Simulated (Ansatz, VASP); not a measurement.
**Mg3HO3: VASP beside Ansatz**

```xyz
7
Lattice="2.9804 0.0000 0.0000 0.0000 2.9804 0.0000 0.0000 0.0000 21.2399" Properties=species:S:1:pos:R:3 pbc="T T T"
Mg    1.4902    1.4902    4.0000
Mg    0.0000    0.0000    6.1127
Mg    1.4902    1.4902    8.1930
O     0.0000    0.0000    4.0000
O     1.4902    1.4902    6.1033
O     0.0000    0.0000    8.2399
H     1.4902    0.0000   10.9699
```

Alike in both runs: task single point; functional PBEsol; k mesh 9 × 9 × 1; occupations gaussian, width 0.05 eV; collinear spin.

|  | VASP | Ansatz |
| --- | --- | --- |
| version | VASP 6.6.1 | Ansatz 0.2.0 |
| potentials or method | VASP PAW PBE potentials, release 64 (Mg, O, H), cutoff 520 eV | scalar-relativistic, plane waves, PAW |
| valence electrons in the cell | 25 | 49 |

Ansatz gave:

| Property | Result |
| --- | --- |
| gap on the k mesh at the Fermi level (eV) | 1.47 |
| least direct gap on the mesh (eV) | 1.47 |
| rms of the force components (eV/Å) | 0.139 |
| net moment per atom (μB) | 0.14 |
| size of the moment on the site where the two differ most (μB) | 0.85 |

Question: Estimate VASP's values.

Answer: gap on the k mesh at the Fermi level (eV): 1.47; least direct gap on the mesh (eV): 1.47; rms of the force components (eV/Å): 0.143; net moment per atom (μB): 0.14; size of the moment on the site where the two differ most (μB): 0.36.

VASP's potentials were made for PBE, not for PBEsol, and Ansatz warns of the same on its side. Site moments also hang on the region over which each program counts them. VASP's potentials hold 25 valence electrons a cell and Ansatz's 49, so a difference there can come from the potentials and not from the codes.
